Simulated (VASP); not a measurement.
# Ba3Al (I4/mmm) in VASP: notebook

Runs on Ba3Al. Level: PBE. Tasks: single point, relaxation of cell and atoms.

Program: VASP 6.6.1. These are calculated values, not measurements. Logs are shortened: lines on timing, memory, paths and dates and some standing lists are left out, and cuts for length are marked.

## (1) The cell of the first run

It takes space group I4/mmm (No. 139, tetragonal). The conventional cell has a = 5.635 Å, b = 5.635 Å, c = 10.599 Å, α = 90.00°, β = 90.00°, γ = 90.00°. Ba (site symmetry 4/mmm) has 8 Ba at 3.87 Å and 6 Al at 3.98 to 5.30 Å within 5.3 Å. Ba (site symmetry -4m2) has 10 Ba at 3.87 to 5.30 Å and 4 Al at 3.87 Å within 5.3 Å. Within 5.3 Å of Al (site symmetry 4/mmm) lie 14 Ba at 3.87 to 5.30 Å.

## (2) Single point, PBE

INCAR

```
ALGO = Fast
EDIFF = 1E-6
ENCUT = 520
GGA = PE
ISIF = 2
ISMEAR = 0
LASPH = True
LCHARG = False
LREAL = False
LWAVE = False
NBANDS = 24
NELM = 80
PREC = Accurate
SIGMA = 0.1
```

KPOINTS

```
k-points
0
Gamma
  6 6 6
```

POSCAR

```
Ba3Al
1.0
   -2.8175106658      2.8175106658      5.2993669098
    2.8175106658     -2.8175106658      5.2993669098
    2.8175106658      2.8175106658     -5.2993669098
Ba Al
3 1
Direct
    0.5000000000      0.5000000000      0.0000000000
    0.2500000000      0.7500000000      0.5000000000
    0.7500000000      0.2500000000      0.5000000000
    0.0000000000      0.0000000000      0.0000000000
```

Potentials or basis: VASP PAW PBE potentials, release 64 (Ba_sv, Al).

Launch:

```console
> cat potpaw_PBE.64/Ba_sv/POTCAR potpaw_PBE.64/Al/POTCAR > POTCAR
> mpirun -np 1 vasp_std > vasp.out
```

OUTCAR:

```text
EDIFF = 1E-6
   ENCUT = 520
   GGA = PE
   ISIF = 2
   ISMEAR = 0
   LASPH = True
   LREAL = False
   NELM = 80
   PREC = Accurate

 ion  position               nearest neighbor table
   1  0.500  0.500  0.000-   2 3.87   3 3.87   2 3.87   3 3.87   2 3.87   3 3.87   2 3.87   3 3.87
                             4 3.98   4 3.98   4 3.98   4 3.98
   2  0.250  0.750  0.500-   4 3.87   1 3.87   4 3.87   1 3.87   1 3.87   4 3.87   1 3.87   4 3.87
                             3 3.98   3 3.98   3 3.98   3 3.98
   3  0.750  0.250  0.500-   1 3.87   4 3.87   1 3.87   4 3.87   1 3.87   4 3.87   1 3.87   4 3.87
                             2 3.98   2 3.98   2 3.98   2 3.98
   4  0.000  0.000  0.000-   3 3.87   2 3.87   3 3.87   2 3.87   2 3.87   3 3.87   2 3.87   3 3.87
                             1 3.98   1 3.98   1 3.98   1 3.98

  LATTYP: Found a body centered tetragonal cell.
 ALAT       =     5.6350213316
 C/A-ratio  =     1.8808684468

  Lattice vectors:

 A1 = (  -2.8175106658,   2.8175106658,   5.2993669098)
 A2 = (   2.8175106658,  -2.8175106658,   5.2993669098)
 A3 = (   2.8175106658,   2.8175106658,  -5.2993669098)

Analysis of symmetry for initial positions (statically):
=====================================================================
 Subroutine PRICEL returns:
 Original cell was already a primitive cell.

 Routine SETGRP: Setting up the symmetry group for a
 body centered tetragonal supercell.

 Subroutine GETGRP returns: Found 16 space group operations
 (whereof 16 operations were pure point group operations)
 out of a pool of 16 trial point group operations.

The static configuration has the point symmetry D_4h.

Analysis of symmetry for dynamics (positions and initial velocities):
=====================================================================
 Subroutine PRICEL returns:
 Original cell was already a primitive cell.

 Routine SETGRP: Setting up the symmetry group for a
 body centered tetragonal supercell.

 Subroutine GETGRP returns: Found 16 space group operations
 (whereof 16 operations were pure point group operations)
 out of a pool of 16 trial point group operations.

The dynamic configuration has the point symmetry D_4h.

 Subroutine INISYM returns: Found 16 space group operations
 (whereof 16 operations are pure point group operations),
 and found     1 'primitive' translations

[... 97 lines left out ...]
   NELM   =     80;   NELMIN=  2; NELMDL= -5     # of ELM steps
   EDIFF  = 0.1E-05   stopping-criterion for ELM
   LREAL  =      F    real-space projection
   EDIFFG = 0.1E-04   stopping-criterion for IOM
   NSW    =      0    number of steps for IOM
   IBRION =     -1    ionic relax: 0-MD 1-quasi-New 2-CG
   NFREE  =      0    steps in history (QN), initial steepest desc. (CG)
   ISIF   =      2    stress and relaxation
   ISYM   =      2    0-nonsym 1-usesym 2-fastsym
   POTIM  = 0.5000    time-step for ionic-motion
   TEBEG  =    0.0;   TEEND  =   0.0 temperature during run
   PSTRESS=    0.0 pullay stress
   NELECT =      33.0000    total number of electrons
   NUPDOWN=      -1.0000    fix difference up-down
   EMIN   =  10.00;   EMAX   =-10.00  energy-range for DOS
   EFERMI =   0.00;   METHOD = LEGACY
   ISMEAR =     0;   SIGMA  =   0.10  broadening in eV -4-tet -1-fermi 0-gaus
   EFERMI_NEDOS =   21; number of points for ismear=-14 and -15
   IALGO  =     68    algorithm
   IMIX   =      4    mixing-type and parameters
     AMIX     =   0.40;   BMIX     =  1.00
     AMIX_MAG =   1.60;   BMIX_MAG =  1.00
  volume/ion in A,a.u.               =      42.07       283.89
  Fermi-wavevector in a.u.,A,eV,Ry     =   0.951133  1.797380 12.308556  0.904653
  Thomas-Fermi vector in A             =   2.079574
   LORBIT       =      0    0 simple, 1 ext, 2 COOP (PROOUT), +10 PAW based schemes
   GGA     = PE    functional components
   LHFCALC =     F    Hartree Fock is set to
   AEXX    =    0.0000 exact exchange contribution
   IVDW    =     0    specifies the selected vdW correction
   LEPSILON=     F    determine dielectric tensor
   LRPA    =     F    only Hartree local field effects (RPA)
 non-spin polarized calculation
 RMM-DIIS sequential band-by-band and
 Gauss-broadening in eV      SIGMA  =   0.10
  energy-cutoff  :      520.00
  volume of cell :      168.27
 maximum number of plane-waves:      4563
 NGX is ok and might be reduce to    50
   NGX = 25   NGY = 25   NGZ = 25

 number of electron      33.0000000 magnetization

 Free energy of the ion-electron system (eV)
  ---------------------------------------------------
  ext. energy  EPLUGINS =         0.00000000
  ---------------------------------------------------
  free energy    TOTEN  =        -9.09446107 eV

  energy without entropy =       -9.07041100  energy(sigma->0) =       -9.08243603

 E-fermi :   2.8137     XC(G=0):  -8.4062

 val. band max:        2.8036064537   @ k =  -0.3333   0.5000   0.3333
 cond. band min:       2.8189138365   @ k =  -0.1667  -0.3333   0.1667
 fundamental gap:      0.0153073827
 Fermi energy:         2.8137291922

 k-point     1 :       0.0000    0.0000    0.0000
  band No.  band energies     occupation
      1     -25.8852      2.00000
      2     -25.6440      2.00000
      3     -25.5989      2.00000
      4     -11.5597      2.00000
      5     -11.2300      2.00000
      6     -11.2300      2.00000
[... 637 lines left out ...]
     23       5.3051      0.00000
     24       5.5584      0.00000

 [... further k-points ...]

------------------------ aborting loop because EDIFF is reached ----------------------------------------

  FORCE on cell =-STRESS in cart. coord.  units (eV):
  Direction    XX          YY          ZZ          XY          YZ          ZX
  --------------------------------------------------------------------------------------
  -------------------------------------------------------------------------------------
  Total        0.3975216      0.3975216      0.2086888      0.0000000     -0.0000000      0.0000000
  in kB        3.7849153      3.7849153      1.9869852      0.0000000     -0.0000000      0.0000000
  external PRESSURE =       3.1856053 kB  Pullay stress =       0.0000000 kB

 VOLUME and BASIS-vectors are now :
 -----------------------------------------------------------------------------
  energy-cutoff  :      520.00
  volume of cell :      168.27
      direct lattice vectors                 reciprocal lattice vectors
    -2.817510666  2.817510666  5.299366910     0.000000000  0.177461617  0.094350893
     2.817510666 -2.817510666  5.299366910     0.177461617  0.000000000  0.094350893
     2.817510666  2.817510666 -5.299366910     0.177461617  0.177461617  0.000000000

 POSITION                                       TOTAL-FORCE (eV/Angst)
 -----------------------------------------------------------------------------------
      0.00000      0.00000      5.29937         0.000000      0.000000     -0.000000
      2.81751      0.00000      2.64968        -0.000000     -0.000000     -0.000000
      0.00000      2.81751      2.64968         0.000000      0.000000      0.000000
      0.00000      0.00000      0.00000         0.000000      0.000000     -0.000000
 -----------------------------------------------------------------------------------
    total drift:                               -0.000000      0.000000      0.000000

  FREE ENERGIE OF THE ION-ELECTRON SYSTEM (eV)
  ---------------------------------------------------
  free  energy   TOTEN  =        -9.0944610689 eV

  energy  without entropy=       -9.0704109963  energy(sigma->0) =       -9.08243603
```

OSZICAR:

```text
N       E                     dE             d eps       ncg     rms          rms(c)
DAV:   1     0.235234567938E+03    0.23523E+03   -0.13034E+04  1440   0.111E+03
DAV:   2     0.536538424997E+01   -0.22987E+03   -0.22349E+03  2152   0.225E+02
DAV:   3    -0.865903872834E+01   -0.14024E+02   -0.13758E+02  1944   0.587E+01
DAV:   4    -0.916659285209E+01   -0.50755E+00   -0.50591E+00  2184   0.954E+00
DAV:   5    -0.917668748807E+01   -0.10095E-01   -0.10092E-01  1960   0.119E+00    0.474E+00
RMM:   6    -0.910831268372E+01    0.68375E-01   -0.10393E-01  1697   0.146E+00    0.287E+00
RMM:   7    -0.909317180273E+01    0.15141E-01   -0.12753E-01  1923   0.192E+00    0.338E-01
RMM:   8    -0.909380992202E+01   -0.63812E-03   -0.15004E-02  2091   0.608E-01    0.121E-01
RMM:   9    -0.909436679680E+01   -0.55687E-03   -0.33865E-03  2145   0.214E-01    0.759E-02
RMM:  10    -0.909445460288E+01   -0.87806E-04   -0.63196E-04  2007   0.109E-01    0.237E-02
RMM:  11    -0.909445416246E+01    0.44041E-06   -0.25897E-04  2231   0.494E-02    0.134E-02
RMM:  12    -0.909445831130E+01   -0.41488E-05   -0.59859E-05  2228   0.233E-02    0.643E-03
RMM:  13    -0.909446044472E+01   -0.21334E-05   -0.26066E-05  1815   0.135E-02    0.341E-03
RMM:  14    -0.909446106890E+01   -0.62418E-06   -0.66284E-06  1604   0.798E-03
   1 F= -.90944611E+01 E0= -.90824360E+01  d E =-.240501E-01
```

stdout:

```text
POSCAR found type information on POSCAR BaAl
 POSCAR found :  2 types and       4 ions
 scaLAPACK will be used
 LDA part: xc-table for (Slater+PW92), standard interpolation
 POSCAR, INCAR and KPOINTS ok, starting setup
 FFT: planning ... GRIDC
 FFT: planning ... GRID_SOFT
 FFT: planning ... GRID
 WAVECAR not read
 entering main loop
WARNING in EDDRMM: call to ZHEGV failed, returncode =   8  4     13
WARNING in EDDRMM: call to ZHEGV failed, returncode =   8  4     20
```

It took 5.6 min on 1 thread of Intel Xeon 8259CL, shared host; peak memory 0.4 GiB.

What came out:

```
Free energy            : -9.0945 eV
Pressure               : 0.3 GPa
Band gap on the k mesh : zero (an odd number of electrons rules out a gap without spin polarisation)
```

Levels at points of the mesh, in eV from the Fermi level:
| k point | band 15 | band 16 | band 17 | band 18 | band 19 | band 20 |
| --- | --- | --- | --- | --- | --- | --- |
| (0.00, 0.00, 0.00) | -0.97 | -0.23 | -0.23 | -0.14 | 1.18 | 1.29 |
| (0.50, 0.00, 0.00) | -0.76 | -0.58 | 0.20 | 0.77 | 0.99 | 1.47 |
| (0.50, 0.50, 0.00) | -0.57 | -0.20 | 0.05 | 0.30 | 0.84 | 1.38 |
| (0.50, 0.50, 0.50) | -0.93 | -0.32 | 0.04 | 0.04 | 0.44 | 0.80 |

Caveat: spin-orbit coupling is left out, which moves the levels of the heavy elements.

## (3) Relaxation of cell and atoms, PBE

This run uses another cell than the first one, of 32.14 Å³/atom.

INCAR

```
SYSTEM = Ba3Al
ALGO = Normal ; EDIFF = 1E-7
EDIFFG = -0.04 ; ENCUT = 600
GGA = PE ; IBRION = 2
ISIF = 3 ; ISMEAR = 0
LASPH = .True. ; LCHARG = .False.
LREAL = .False. ; LWAVE = .False.
NELM = 60 ; NSW = 90
PREC = Accurate ; SIGMA = 0.1
```

KPOINTS

```
k-points
0
Gamma
  6 6 6
  0 0 0
```

POSCAR

```
Ba3Al
1.0
   -2.4322058082      2.4322058082      5.4329792078
    2.4322058082     -2.4322058082      5.4329792078
    2.4322058082      2.4322058082     -5.4329792078
Ba Al
3 1
Direct
    0.5000000000      0.5000000000      0.0000000000
    0.2500000000      0.7500000000      0.5000000000
    0.7500000000      0.2500000000      0.5000000000
    0.0000000000      0.0000000000      0.0000000000
```

Potentials or basis: VASP PAW PBE potentials, release 64 (Ba_sv, Al).

Launch:

```console
> cat potpaw_PBE.64/Ba_sv/POTCAR potpaw_PBE.64/Al/POTCAR > POTCAR
> mpirun -np 1 vasp_std > vasp.out
```

Wall time 35 min (1 thread of Intel Xeon 8259CL, shared host); peak memory 0.47 GiB.

It converged, with:

```yaml
Free_energy: -9.0983 eV
Relaxed_volume: 43.11 Å³/atom
Relaxed_cell: a = 6.631 Å, b = 6.631 Å, c = 6.631 Å, α = 128.77°, β = 128.77°, γ = 75.38°
Space_group_after_relaxing_to_0.1_Å: I4/mmm (No. 139)
Energy_gained_by_relaxing: 242.9 meV/atom
Ionic_steps: 10
Pressure_after_relaxing: -0.1 GPa
Band_gap_on_the_k_mesh: zero (an odd number of electrons rules out a gap without spin polarisation)
```

Step by step:
```
step  energy change (eV)  largest force (eV/Å)  pressure (GPa)  volume (Å³)
   1              0.0000                0.0000            7.62       128.56
   2             -0.8480                0.0000            1.50       159.05
   3             -0.9237                0.0000            0.27       170.76
   4             -0.9297                0.0000           -0.10       175.13
   5             -0.9296                0.0000           -0.18       176.15
   6             -0.9403                0.0000           -0.14       175.40
   7             -0.9614                0.0000           -0.01       172.99
   8             -0.9671                0.0000            0.34       167.47
   9             -0.9700                0.0000            0.20       169.35
  10             -0.9715                0.0000           -0.07       172.46
```

Final structure:
```yaml
crystal:
  lattice:
    - [-2.86655, 2.86655, 5.24688]
    - [2.86655, -2.86655, 5.24688]
    - [2.86655, 2.86655, -5.24688]
  atoms:
    - { symbol: Ba, position: [0.50000, 0.50000, 0.00000] }
    - { symbol: Ba, position: [0.25000, 0.75000, 0.50000] }
    - { symbol: Ba, position: [0.75000, 0.25000, 0.50000] }
    - { symbol: Al, position: [0.00000, 0.00000, 0.00000] }
```

Levels at points of the mesh, in eV from the Fermi level:
```
           k point  band 13  band 14  band 15  band 16  band 17  band 18  band 19  band 20
(0.00, 0.00, 0.00)    -4.67    -1.11    -0.92    -0.27    -0.27    -0.17     1.10     1.16
(0.50, 0.00, 0.00)    -3.95    -1.55    -0.78    -0.60     0.25     0.72     0.97     1.35
(0.50, 0.50, 0.00)    -4.04    -1.11    -0.60    -0.16     0.00     0.25     0.84     1.29
(0.50, 0.50, 0.50)    -4.07    -1.73    -0.87    -0.35     0.09     0.09     0.46     0.70
```

Caveat: the volume moved by over 15 % at a fixed basis, so the end points are rough; spin-orbit coupling is left out, which moves the levels of the heavy elements.
